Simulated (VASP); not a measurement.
# Al2SiF2 (P6/mmm) in VASP: a series of runs

Runs on Al2SiF2. Level: PBE. Tasks: single point.

All numbers are computed with VASP 6.6.1; they aren't measurements. Logs are shortened: lines on timing, memory, paths and dates and some standing lists are left out, and cuts for length are marked.

### Step 1. The cell of the first run

It takes space group P6/mmm (No. 191, hexagonal). The conventional cell has a = 3.927 Å, b = 3.927 Å, c = 6.995 Å, α = 90.00°, β = 90.00°, γ = 120.00°. Within 3.1 Å of Al (site symmetry 6mm) lie 1 Si at 2.33 Å and 1 Al at 2.34 Å and 6 F at 2.55 Å. Si (site symmetry 6/mmm) has 2 Al at 2.33 Å within 3.1 Å. F (site symmetry -6m2) has 3 F at 2.27 Å and 6 Al at 2.55 Å within 3.0 Å.

The cell was built from a structure type or drawn by symmetry, and may not be a known phase.

### Step 2. Single point, PBE

INCAR reads:

```
SYSTEM = Al2SiF2
ALGO = Normal
EDIFF = 1E-6
ENCUT = 600
GGA = PE
GGA_COMPAT = .False.
ISIF = 2
ISMEAR = 0
LASPH = .True.
LCHARG = .False.
LREAL = .False.
LWAVE = .False.
NBANDS = 20
NELM = 120
PREC = Accurate
SIGMA = 0.15
```

KPOINTS reads:

```
k-points
0
Gamma
  4 4 2
  0 0 0
```

POSCAR reads:

```
Al2SiF2
1.0
    3.9269789760      0.0000000000      0.0000000000
   -1.9634894880      3.4008635534      0.0000000000
    0.0000000000      0.0000000000      6.9951075365
Al Si F
2 1 2
Direct
    0.0000000000      0.0000000000      0.3328295769
    0.0000000000      0.0000000000      0.6671704231
    0.0000000000      0.0000000000      0.0000000000
    0.3333333333      0.6666666667      0.5000000000
    0.6666666667      0.3333333333      0.5000000000
```

Potentials or basis: VASP PAW PBE potentials, release 64 (Al, Si, F).

Launch:

```console
$ cat potpaw_PBE.64/Al/POTCAR potpaw_PBE.64/Si/POTCAR potpaw_PBE.64/F/POTCAR > POTCAR
$ mpirun -np 1 vasp_std > vasp.out
```

OUTCAR:

```text
SYSTEM = Al2SiF2
   EDIFF = 1E-6
   ENCUT = 600
   GGA = PE
   ISIF = 2
   ISMEAR = 0
   LASPH = .True.
   LREAL = .False.
   NELM = 120
   PREC = Accurate

 ion  position               nearest neighbor table
   1  0.000  0.000  0.333-   3 2.33   2 2.34   4 2.55   5 2.55   5 2.55   4 2.55   5 2.55   4 2.55

   2  0.000  0.000  0.667-   3 2.33   1 2.34   4 2.55   5 2.55   5 2.55   4 2.55   5 2.55   4 2.55

   3  0.000  0.000  0.000-   1 2.33   2 2.33
   4  0.333  0.667  0.500-   1 2.55   2 2.55   1 2.55   2 2.55   1 2.55   2 2.55
   5  0.667  0.333  0.500-   1 2.55   2 2.55   1 2.55   2 2.55   1 2.55   2 2.55

  LATTYP: Found a hexagonal cell.
 ALAT       =     3.9269789760
 C/A-ratio  =     1.7812948781

  Lattice vectors:

 A1 = (   3.9269789760,   0.0000000000,   0.0000000000)
 A2 = (  -1.9634894880,   3.4008635534,   0.0000000000)
 A3 = (   0.0000000000,   0.0000000000,   6.9951075365)

Analysis of symmetry for initial positions (statically):
=====================================================================
 Subroutine PRICEL returns:
 Original cell was already a primitive cell.

 Routine SETGRP: Setting up the symmetry group for a
 hexagonal supercell.

 Subroutine GETGRP returns: Found 24 space group operations
 (whereof 24 operations were pure point group operations)
 out of a pool of 24 trial point group operations.

The static configuration has the point symmetry D_6h.

Analysis of symmetry for dynamics (positions and initial velocities):
=====================================================================
 Subroutine PRICEL returns:
 Original cell was already a primitive cell.

 Routine SETGRP: Setting up the symmetry group for a
 hexagonal supercell.

 Subroutine GETGRP returns: Found 24 space group operations
 (whereof 24 operations were pure point group operations)
 out of a pool of 24 trial point group operations.

The dynamic configuration has the point symmetry D_6h.

 Subroutine INISYM returns: Found 24 space group operations
 (whereof 24 operations are pure point group operations),
 and found     1 'primitive' translations

----------------------------------------------------------------------------------------

                                     Primitive cell

  volume of cell :      93.4205

  direct lattice vectors                    reciprocal lattice vectors
     3.926978976  0.000000000  0.000000000     0.254648677  0.147021482  0.000000000
    -1.963489488  3.400863553  0.000000000     0.000000000  0.294042964  0.000000000
     0.000000000  0.000000000  6.995107536     0.000000000  0.000000000  0.142957059

  length of vectors
     3.926978976  3.926978976  6.995107536     0.294042964  0.294042964  0.142957059

  position of ions in fractional coordinates (direct lattice)
     0.000000000  0.000000000  0.332829577
     0.000000000  0.000000000  0.667170423
     0.000000000  0.000000000  0.000000000
     0.333333333  0.666666667  0.500000000
     0.666666667  0.333333333  0.500000000

  ion indices of the primitive-cell ions
   primitive index   ion index
                 1           1
                 2           2
                 3           3
                 4           4
                 5           5

----------------------------------------------------------------------------------------

 KPOINTS: k-points

Automatic generation of k-mesh.
 Grid dimensions read from file:
 generate k-points for:    4    4    2

 Generating k-lattice:

  Cartesian coordinates                     Fractional coordinates (reciprocal lattice)
     0.063662169  0.036755371  0.000000000     0.250000000  0.000000000  0.000000000
     0.000000000  0.073510741  0.000000000     0.000000000  0.250000000  0.000000000
     0.000000000  0.000000000  0.071478529     0.000000000  0.000000000  0.500000000

  Length of vectors
     0.073510741  0.073510741  0.071478529

  Shift w.r.t. Gamma in fractional coordinates (k-lattice)
     0.000000000  0.000000000  0.000000000

 Subroutine IBZKPT returns following result:
 ===========================================

 Found      8 irreducible k-points:

 Following reciprocal coordinates:
            Coordinates               Weight
  0.000000  0.000000  0.000000      1.000000
  0.250000  0.000000  0.000000      6.000000
  0.500000  0.000000  0.000000      3.000000
  0.250000  0.250000  0.000000      6.000000
  0.000000  0.000000  0.500000      1.000000
  0.250000  0.000000  0.500000      6.000000
  0.500000  0.000000  0.500000      3.000000
  0.250000  0.250000  0.500000      6.000000
   k-points           NKPTS =      8   k-points in BZ     NKDIM =      8   number of bands    NBANDS=     20
   number of dos      NEDOS =    301   number of ions     NIONS =      5
   total plane-waves  NPLWV =  57344
   dimension x,y,z NGX =    32 NGY =   32 NGZ =   56
   dimension x,y,z NGXF=    64 NGYF=   64 NGZF=  112
   ions per type =               2   1   2
   NGX,Y,Z   is equivalent  to a cutoff of  13.55, 13.55, 13.31 a.u.
   NGXF,Y,Z  is equivalent  to a cutoff of  27.09, 27.09, 26.62 a.u.
 SYSTEM =  Al2SiF2
   PREC   = accura    normal or accurate (medium, high low for compatibility)
   ISTART =      0    job   : 0-new  1-cont  2-samecut
   ICHARG =      2    charge: 1-file 2-atom 10-const
   ISPIN  =      1    spin polarized calculation?
   LNONCOLLINEAR =      F non collinear calculations
   LSORBIT =      F    spin-orbit coupling
   LASPH  =      T    aspherical Exc in radial PAW
   ENCUT  =  600.0 eV  44.10 Ry    6.64 a.u.   7.84  7.84 13.97*2*pi/ulx,y,z
   NELM   =    120;   NELMIN=  2; NELMDL= -5     # of ELM steps
   EDIFF  = 0.1E-05   stopping-criterion for ELM
   LREAL  =      F    real-space projection
   EDIFFG = 0.1E-04   stopping-criterion for IOM
   NSW    =      0    number of steps for IOM
   IBRION =     -1    ionic relax: 0-MD 1-quasi-New 2-CG
   NFREE  =      0    steps in history (QN), initial steepest desc. (CG)
   ISIF   =      2    stress and relaxation
   ISYM   =      2    0-nonsym 1-usesym 2-fastsym
   POTIM  = 0.5000    time-step for ionic-motion
   TEBEG  =    0.0;   TEEND  =   0.0 temperature during run
   PSTRESS=    0.0 pullay stress
   NELECT =      24.0000    total number of electrons
   NUPDOWN=      -1.0000    fix difference up-down
   EMIN   =  10.00;   EMAX   =-10.00  energy-range for DOS
   EFERMI =   0.00;   METHOD = LEGACY
   ISMEAR =     0;   SIGMA  =   0.15  broadening in eV -4-tet -1-fermi 0-gaus
   EFERMI_NEDOS =   21; number of points for ismear=-14 and -15
   IALGO  =     38    algorithm
   IMIX   =      4    mixing-type and parameters
     AMIX     =   0.40;   BMIX     =  1.00
     AMIX_MAG =   1.60;   BMIX_MAG =  1.00
  volume/ion in A,a.u.               =      18.68       126.09
  Fermi-wavevector in a.u.,A,eV,Ry     =   1.040713  1.966663 14.736260  1.083085
  Thomas-Fermi vector in A             =   2.175302
   LORBIT       =      0    0 simple, 1 ext, 2 COOP (PROOUT), +10 PAW based schemes
   GGA     = PE    functional components
   LHFCALC =     F    Hartree Fock is set to
   AEXX    =    0.0000 exact exchange contribution
   IVDW    =     0    specifies the selected vdW correction
   LEPSILON=     F    determine dielectric tensor
   LRPA    =     F    only Hartree local field effects (RPA)
 non-spin polarized calculation
 Gauss-broadening in eV      SIGMA  =   0.15
  energy-cutoff  :      600.00
  volume of cell :       93.42
 maximum number of plane-waves:      3126
 NGX is ok and might be reduce to    32
   NGX = 15   NGY = 15   NGZ = 27

 number of electron      24.0000005 magnetization

 Free energy of the ion-electron system (eV)
  ---------------------------------------------------
  ext. energy  EPLUGINS =         0.00000000
  ---------------------------------------------------
  free energy    TOTEN  =       -18.29778756 eV

  energy without entropy =      -18.26148679  energy(sigma->0) =      -18.27963718

 E-fermi :   3.3533     XC(G=0):  -8.8115

 val. band max:        3.2922995648   @ k =   0.2500   0.2500   0.5000
 cond. band min:       3.4315664594   @ k =   0.2500   0.2500   0.5000
 fundamental gap:      0.1392668946
 Fermi energy:         3.3532633748

 k-point     1 :       0.0000    0.0000    0.0000
  band No.  band energies     occupation
      1     -20.5268      2.00000
      2     -18.8539      2.00000
      3      -5.0527      2.00000
      4      -3.5817      2.00000
      5      -2.3967      2.00000
      6      -2.3967      2.00000
[... 12 lines left out ...]
     19       9.6054      0.00000
     20       9.6054      0.00000

 k-point     2 :       0.2500    0.0000    0.0000
  band No.  band energies     occupation
      1     -20.3212      2.00000
      2     -19.0810      2.00000
      3      -4.7308      2.00000
      4      -3.0735      2.00000
      5      -2.9622      2.00000
      6      -2.8753      2.00000
[... 12 lines left out ...]
     19       9.2189      0.00000
     20       9.5897      0.00000

 k-point     3 :       0.5000    0.0000    0.0000
  band No.  band energies     occupation
      1     -19.9811      2.00000
      2     -19.4415      2.00000
      3      -4.6148      2.00000
      4      -3.2081      2.00000
      5      -3.1602      2.00000
      6      -2.0456      2.00000
[... 12 lines left out ...]
     19       8.3503      0.00000
     20       9.5683      0.00000

 k-point     4 :       0.2500    0.2500    0.0000
  band No.  band energies     occupation
      1     -19.9857      2.00000
      2     -19.4359      2.00000
      3      -4.8344      2.00000
      4      -3.4620      2.00000
      5      -2.2306      2.00000
      6      -2.1414      2.00000
[... 12 lines left out ...]
     19       8.7086      0.00000
     20      11.0728      0.00000

 k-point     5 :       0.0000    0.0000    0.5000
  band No.  band energies     occupation
      1     -20.5268      2.00000
      2     -18.8539      2.00000
      3      -5.2134      2.00000
      4      -2.5299      2.00000
      5      -2.3966      2.00000
      6      -2.3966      2.00000
[... 12 lines left out ...]
     19      11.2279      0.00000
     20      11.2298      0.00000

 k-point     6 :       0.2500    0.0000    0.5000
  band No.  band energies     occupation
      1     -20.3212      2.00000
      2     -19.0810      2.00000
      3      -4.7139      2.00000
      4      -3.4401      2.00000
      5      -2.8742      2.00000
      6      -2.2884      2.00000
[... 12 lines left out ...]
     19      10.3943      0.00000
     20      10.5317      0.00000

 k-point     7 :       0.5000    0.0000    0.5000
  band No.  band energies     occupation
      1     -19.9811      2.00000
      2     -19.4415      2.00000
      3      -4.1679      2.00000
      4      -3.9715      2.00000
      5      -3.2067      2.00000
      6      -2.0933      2.00000
[... 12 lines left out ...]
     19       9.8924      0.00000
     20      10.0859      0.00000

 k-point     8 :       0.2500    0.2500    0.5000
  band No.  band energies     occupation
      1     -19.9857      2.00000
      2     -19.4359      2.00000
      3      -4.5597      2.00000
      4      -4.0096      2.00000
      5      -2.1372      2.00000
      6      -1.9914      2.00000
[... 12 lines left out ...]
     19      10.9520      0.00000
     20      11.3453      0.00000

------------------------ aborting loop because EDIFF is reached ----------------------------------------

  FORCE on cell =-STRESS in cart. coord.  units (eV):
  Direction    XX          YY          ZZ          XY          YZ          ZX
  --------------------------------------------------------------------------------------
  -------------------------------------------------------------------------------------
  Total       -0.0140018     -0.0140018      0.2926118      0.0000000     -0.0000000      0.0000000
  in kB       -0.2401327     -0.2401327      5.0183424      0.0000000     -0.0000000      0.0000000
  external PRESSURE =       1.5126924 kB  Pullay stress =       0.0000000 kB

 VOLUME and BASIS-vectors are now :
 -----------------------------------------------------------------------------
  energy-cutoff  :      600.00
  volume of cell :       93.42
      direct lattice vectors                 reciprocal lattice vectors
     3.926978976  0.000000000  0.000000000     0.254648677  0.147021482  0.000000000
    -1.963489488  3.400863553  0.000000000     0.000000000  0.294042964  0.000000000
     0.000000000  0.000000000  6.995107536     0.000000000  0.000000000  0.142957059

 POSITION                                       TOTAL-FORCE (eV/Angst)
 -----------------------------------------------------------------------------------
      0.00000      0.00000      2.32818        -0.000000      0.000000      0.002202
      0.00000      0.00000      4.66693        -0.000000      0.000000     -0.002202
      0.00000      0.00000      0.00000        -0.000000      0.000000     -0.000000
     -0.00000      2.26724      3.49755         0.000000      0.000000     -0.000000
      1.96349      1.13362      3.49755        -0.000000     -0.000000     -0.000000
 -----------------------------------------------------------------------------------
    total drift:                                0.000000      0.000000     -0.000000

  FREE ENERGIE OF THE ION-ELECTRON SYSTEM (eV)
  ---------------------------------------------------
  free  energy   TOTEN  =       -18.2977875636 eV

  energy  without entropy=      -18.2614867881  energy(sigma->0) =      -18.27963718
```

Run time: 19 s. Hardware: 1 thread of Intel Xeon Platinum 8259CL at 2.50GHz (Skylake/Cascade Lake), shared host; peak memory 0.22 GiB.

What came out:

| Property | Result |
| --- | --- |
| Free energy | -18.2978 eV |
| Pressure | 0.2 GPa |
| Band gap on the k mesh | zero (bands 12 and 13 overlap by 2.24 eV) |

Forces in eV/Å, atoms in the order of the input:
```
Al   0.000  0.000  0.002
Al   0.000  0.000 -0.002
Si   0.000  0.000  0.000
F    0.000  0.000  0.000
F    0.000  0.000  0.000
```

Caveat: the k points lie up to 0.46 Å⁻¹ apart, too coarse for converged energies and pressures of a metal.

### Step 3. Single point, PBE

This run uses another cell than the first one, of 24.95 Å³/atom.

INCAR reads:

```
PREC     = Accurate       # precision mode
ENCUT    = 600            # plane-wave cutoff, eV
EDIFF    = 1E-6           # SCF threshold, eV
ISMEAR   = 0              # smearing method
SIGMA    = 0.15           # smearing width, eV
LREAL    = F              # projectors in reciprocal space
LASPH    = T              # aspherical terms in the spheres
NELM     = 120            # most SCF steps
ALGO     = Normal         # electronic algorithm
ISIF     = 2              # what is computed and relaxed
LWAVE    = F              # write WAVECAR
LCHARG   = F              # write CHGCAR
GGA      = PE             # functional
NBANDS   = 20             # bands
GGA_COMPAT= F
```

KPOINTS reads:

```
regular mesh
0
Gamma
  3 3 3
```

POSCAR reads:

```
Al2SiF2
1.0
    4.6430905536     -0.0000000031      0.0000000000
   -2.3215452742      4.0210343731      0.0000000000
    0.0000000000      0.0000000000      6.6815476025
Al Si F
2 1 2
Direct
    0.3333333333      0.6666666667      0.5000000000
    0.6666666667      0.3333333333      0.5000000000
    0.0000000000      0.0000000000      0.5000000000
    0.0000000000      0.0000000000      0.7615834074
    0.0000000000      0.0000000000      0.2384165926
```

Potentials or basis: VASP PAW PBE potentials, release 64 (Al, Si, F).

Launch:

```console
$ cat potpaw_PBE.64/Al/POTCAR potpaw_PBE.64/Si/POTCAR potpaw_PBE.64/F/POTCAR > POTCAR
$ mpirun -np 1 vasp_std > vasp.out
```

Wall time 24 s (1 thread of Intel Xeon Platinum 8259CL at 2.50GHz (Skylake/Cascade Lake), shared host); peak memory 0.27 GiB.

The run converged. Its results:

```yaml
Free_energy: -21.2545 eV
Pressure: 0.1 GPa
Largest_force: 0.115 eV/Å
Band_gap_on_the_k_mesh: zero (bands 12 and 13 overlap by 2.45 eV)
```

Forces in eV/Å, atoms in the order of the input:
```
Al   0.000  0.000  0.000
Al   0.000  0.000  0.000
Si   0.000  0.000  0.000
F    0.000  0.000  0.115
F    0.000  0.000 -0.115
```

Stress tensor (GPa, compression positive):
```
-0.18  0.00  0.00
 0.00 -0.18  0.00
 0.00  0.00  0.67
```

Levels at points of the mesh, in eV from the Fermi level:
| k point | band 9 | band 10 | band 11 | band 12 | band 13 | band 14 | band 15 | band 16 |
| --- | --- | --- | --- | --- | --- | --- | --- | --- |
| (0.00, 0.00, 0.00) | -4.81 | -0.67 | -0.67 | -0.54 | -0.54 | -0.42 | 1.49 | 1.52 |

Caveat: the k points lie up to 0.52 Å⁻¹ apart, too coarse for converged energies and pressures of a metal.
